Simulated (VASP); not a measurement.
InP (zincblende type), 4 atoms in the cell. The structure is cubic, space group F-43m (No. 216). The conventional cell has a = 5.959 Å, b = 5.959 Å, c = 5.959 Å, α = 90.00°, β = 90.00°, γ = 90.00°. In (site symmetry -43m) has 4 P at 2.58 Å within 3.4 Å. Within 3.4 Å of P (site symmetry -43m) lie 4 In at 2.58 Å. 

- Program: VASP 6.6.1
- Task: single point
- Functional: PBE
- Potentials or basis: VASP PAW PBE potentials, release 64 (In_d, P)
- Cutoff: 520 eV
- k mesh: 6 × 5 × 6
- Occupations: fermi-dirac, width 0.02 eV
- Spin: no spin polarisation
- Dipole correction: no
- Further INCAR settings: ALGO = Normal; EDIFF = 1e-06; NBANDS = 26

Potentials or basis: VASP PAW PBE potentials, release 64 (In_d, P).

Command:

```sh
$ cat potpaw_PBE.64/In_d/POTCAR potpaw_PBE.64/P/POTCAR > POTCAR
$ mpirun -np 1 vasp_std > vasp.out
```

Hardware: 1 thread of Intel(R) Xeon(R) 6975P-C (Granite Rapids) (shared host).

Question: How long does it take, and how much memory?

Answer: Run time: 29 s on 1 thread of Intel(R) Xeon(R) 6975P-C (Granite Rapids), with other jobs on the host, peak memory 0.24 GiB. Counts: scf iterations 13, k points 30.
